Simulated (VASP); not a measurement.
# DyAgH2: single point with PBE

DyAgH2:

```xyz
8
Lattice="4.9363 0.0000 0.0000 0.0000 3.5659 0.0000 0.0000 0.0000 5.8167" Properties=species:S:1:pos:R:3 pbc="T T T"
Dy    1.2341    1.7830    4.6815
Dy    3.7022    1.7830    1.1352
Ag    1.2341    0.0000    2.2337
Ag    3.7022    0.0000    3.5830
H     2.4682    0.0000    0.0000
H     0.0000    0.0000    0.0000
H     1.2341    1.7830    1.0594
H     3.7022    1.7830    4.7573
```

The cell was generated, and may not be a known phase.

```
Program                : VASP 6.6.1
Task                   : single point
Functional             : PBE
Potentials or basis    : VASP PAW PBE potentials, release 64 (Dy_3, Ag, H), 4f in core
Cutoff                 : 500 eV
k mesh                 : 6 × 10 × 6
Occupations            : gaussian, width 0.1 eV
Spin                   : no spin polarisation
Dipole correction      : no
Further INCAR settings : ALGO = Normal; EDIFF = 1e-06; NBANDS = 32
```

The pressure is 0.2 GPa and the largest force is 0.025 eV/Å. The band gap on the k mesh is zero (bands 22 and 23 overlap by 0.81 eV).

Forces on the atoms (eV/Å):
```
Dy   0.000  0.000 -0.013
Dy   0.000  0.000  0.013
Ag   0.000  0.000  0.025
Ag   0.000  0.000 -0.025
H    0.000  0.000  0.000
H    0.000  0.000  0.000
H    0.000  0.000  0.010
H    0.000  0.000 -0.010
```

Levels at points of the mesh, in eV from the Fermi level:
```tsv
k point	band 19	band 20	band 21	band 22	band 23	band 24	band 25	band 26
(0.00, 0.00, 0.00)	-3.10	-2.86	-1.82	-0.40	-0.40	2.52	2.71	2.82
(0.50, 0.00, 0.00)	-2.32	-2.32	-1.97	-1.97	0.84	0.84	2.30	2.30
(0.00, 0.50, 0.00)	-3.91	-3.71	-2.53	-0.16	0.47	1.94	2.23	2.89
(0.50, 0.50, 0.00)	-3.71	-3.71	-1.50	-1.50	0.28	0.28	1.95	1.95
(0.00, 0.00, 0.50)	-3.10	-2.93	-2.43	-0.18	0.22	1.42	2.33	2.61
(0.50, 0.00, 0.50)	-3.96	-3.96	-1.16	-1.16	0.37	0.37	1.61	1.61
(0.00, 0.50, 0.50)	-3.32	-2.93	-2.75	-0.14	0.25	0.75	2.13	2.16
(0.50, 0.50, 0.50)	-2.98	-2.98	-1.55	-1.55	-0.35	-0.35	1.82	1.82
```

Run time: 2.5 min on 1 thread of Intel(R) Xeon(R) 6975P-C (Granite Rapids) (shared host), peak memory 0.4 GiB.

Caveat: spin-orbit coupling is left out, which moves the levels of the heavy elements; the 4f electrons are frozen in the core, so they carry no moment and show no levels. Spin polarisation is off, so any magnetic state and its effect on volume and gap are missing.
